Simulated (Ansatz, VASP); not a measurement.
## Ag4F3: VASP beside Ansatz

```xyz
7
Lattice="5.0163 0.0000 0.0000 0.0000 5.0163 0.0000 0.0000 0.0000 5.0163" Properties=species:S:1:pos:R:3 pbc="T T T"
Ag    3.5100    3.5100    3.5100
Ag    1.5063    1.5063    3.5100
Ag    1.5063    3.5100    1.5063
Ag    3.5100    1.5063    1.5063
F     0.0000    0.0000    2.5081
F     2.5081    0.0000    0.0000
F     0.0000    2.5081    0.0000
```

Change from the starting cell: relaxed end of: species swapped into the Ge3As4 type (P-43m, No. 215).

Alike in both runs: task single point; functional PBE; k mesh 4 × 4 × 4; occupations gaussian, width 0.1 eV; collinear spin.

```csv
,VASP,Ansatz
version,VASP 6.6.1,Ansatz 0.2.0
potentials or method,"VASP PAW PBE potentials, release 64 (Ag, F), cutoff 520 eV","scalar-relativistic, plane waves, PAW"
valence electrons in the cell,65,97
```

|  | VASP | Ansatz | Ansatz less VASP |
| --- | --- | --- | --- |
| gap on the k mesh at the Fermi level (eV) | none | none | - |
| pressure (GPa) | -0.3 | 0.0 | +0.26 |
| rms of the force components (eV/Å) | 0.003 | 0.005 | +0.0015 |
| net moment per atom (μB) | 0.00 | 0.00 | 0.000 |

Atom by atom the forces differ by 0.001 eV/Å (rms over components). A gap of «none» marks a metal or a gap that the smearing closes. VASP's potentials hold 65 valence electrons a cell and Ansatz's 97, so a difference there can come from the potentials and not from the codes. Ansatz's warnings: seeded moment not kept.
